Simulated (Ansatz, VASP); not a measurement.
**Two plane-wave programs on Ba2ZrO3**

```xyz
6
Lattice="5.7730 0.0000 0.0000 -2.8865 4.9996 0.0000 0.0000 0.0000 3.9861" Properties=species:S:1:pos:R:3 pbc="T T T"
Ba    2.8865    1.6665    0.0000
Ba    0.0000    3.3331    0.0000
Zr    0.0000    0.0000    1.9931
O     1.4433    2.4998    1.9931
O     2.8865    0.0000    1.9931
O    -1.4433    2.4998    1.9931
```

Change from the starting cell: species swapped into the ErCo3Ge2 type (P6mm, No. 183).

Alike in both runs: task relaxation of cell and atoms; functional PBE; k mesh 6 × 6 × 10; occupations gaussian, width 0.1 eV; no spin polarisation.

|  | VASP | Ansatz |
| --- | --- | --- |
| version | VASP 6.6.1 | Ansatz 0.2.0 |
| potentials or method | VASP PAW PBE potentials, release 64 (Ba_sv, Zr_sv, O), cutoff 600 eV | scalar-relativistic, plane waves, PAW |
| valence electrons in the cell | 50 | 50 |

Ansatz gave:

- gap on the k mesh at the Fermi level, each at its own relaxed structure (eV): none
- relaxed volume (Å³/atom): 19.30
- relaxed length of the cell vector where the two differ most in proportion (Å): 5.806

Q: Estimate VASP's values.

A: gap on the k mesh at the Fermi level, each at its own relaxed structure (eV): none; relaxed volume (Å³/atom): 19.89; relaxed length of the cell vector where the two differ most in proportion (Å): 5.878.

A gap of «none» marks a metal or a gap that the smearing closes.

Spin-orbit coupling is off throughout.
